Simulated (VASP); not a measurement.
## V: relaxation of cell and atoms with PBEsol

The system is V.

```
CELL_PARAMETERS angstrom
-1.48432 1.48432 1.48432
1.48432 -1.48432 1.48432
1.48432 1.48432 -1.48432
ATOMIC_POSITIONS crystal
V 0.00000 0.00000 0.00000
```

```json
{
 "Program": "VASP 6.6.1",
 "Task": "relaxation of cell and atoms",
 "Functional": "PBEsol",
 "Potentials or basis": "VASP PAW PBE potentials, release 64 (V_sv)",
 "Cutoff": "600 eV",
 "k mesh": "20 × 20 × 20",
 "Occupations": "gaussian, width 0.1 eV",
 "Spin": "no spin polarisation",
 "Target pressure": "-1 GPa",
 "Dipole correction": "no",
 "Further INCAR settings": "ALGO = Fast; EDIFF = 1e-06; IBRION = 2; EDIFFG = -0.008; NSW = 70; ISIF = 3"
}
```

* Relaxed volume: 13.02 Å³/atom
* Relaxed cell: a = 2.567 Å, b = 2.567 Å, c = 2.567 Å, α = 109.47°, β = 109.47°, γ = 109.47°
* Space group after relaxing (to 0.1 Å): Im-3m (No. 229)
* Energy change on relaxing (the run minimises the enthalpy): -0.5 meV/atom
* Ionic steps: 5
* Pressure after relaxing: -0.9 GPa
* Band gap on the k mesh: zero (an odd number of electrons rules out a gap without spin polarisation)

Step by step:
| step | energy change (eV) | largest force (eV/Å) | pressure (GPa) | volume (Å³) |
| --- | --- | --- | --- | --- |
| 1 | 0.0000 | 0.0000 | -1.72 | 13.08 |
| 2 | -0.0007 | 0.0000 | -0.10 | 12.97 |
| 3 | -0.0005 | 0.0000 | -1.18 | 13.03 |
| 4 | -0.0005 | 0.0000 | -0.87 | 13.02 |
| 5 | -0.0005 | 0.0000 | -0.94 | 13.02 |

Final structure:
```
V
1.0
    -1.48212    1.48212    1.48212
     1.48212   -1.48212    1.48212
     1.48212    1.48212   -1.48212
V
1
Direct
  0.00000 0.00000 0.00000
```

Levels at points of the mesh, in eV from the Fermi level:
```tsv
k point	band 3	band 4	band 5	band 6	band 7	band 8	band 9	band 10
(0.00, 0.00, 0.00)	-36.78	-36.78	-6.66	0.42	0.42	0.42	2.51	2.51
(0.50, 0.00, 0.00)	-37.09	-36.79	-3.30	-1.20	1.78	2.53	2.90	4.33
(0.50, 0.50, 0.50)	-37.47	-37.47	-3.16	-3.16	3.91	3.91	3.91	10.50
```

Wall time 2 min on 1 thread of Intel Xeon 8259CL, on a shared host, peak memory 0.18 GiB.

Caveat: the cell is relaxed towards a set pressure, so the run minimises the enthalpy, not the energy; the PAW data sets were made with another functional, which shifts forces and pressure a little.
